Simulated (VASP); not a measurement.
Runs of VASP 6.6.1 on Si. The structure is that of space group P6/mmm (No. 191), or close to it. The cells are those of the table. The cell was built from a structure type or drawn by symmetry, and may not be a known phase.

| task | cell | k mesh | cutoff (eV) | gap on the mesh (eV) | pressure (GPa) | relaxed volume (Å³/atom) |
| --- | --- | --- | --- | --- | --- | --- |
| relaxation of cell and atoms | relaxed from a = 2.640, b = 2.640, c = 2.526 Å, angles 90.0, 90.0, 120.0°, 1 atom | 24 × 24 × 22 | 600 | none | 0.0 | 15.10 |
| single point | a = 2.648, b = 2.648, c = 2.487 Å, angles 90.0, 90.0, 120.0°, 1 atom | 24 × 24 × 22 | 520 | none | 0.0 | - |
| single point | a = 2.640, b = 2.640, c = 2.526 Å, angles 90.0, 90.0, 120.0°, 1 atom | 6 × 6 × 6 | 520 | none | 0.0 | - |
| relaxation of cell and atoms | relaxed from a = 2.620, b = 2.620, c = 2.527 Å, angles 90.0, 90.0, 120.0°, 1 atom | 6 × 6 × 6 | 600 | none | -0.1 | (a) |

Alike in all rows: level PBE; potentials or basis VASP PAW PBE potentials, release 64 (Si); no spin polarisation; smearing gaussian 0.1 eV.

**Question.** Estimate the missing entries.

**Answer.** (a) 15.27.

Caveats: some runs use coarse meshes.

A gap of «none» marks levels without a gap at the run's occupations.
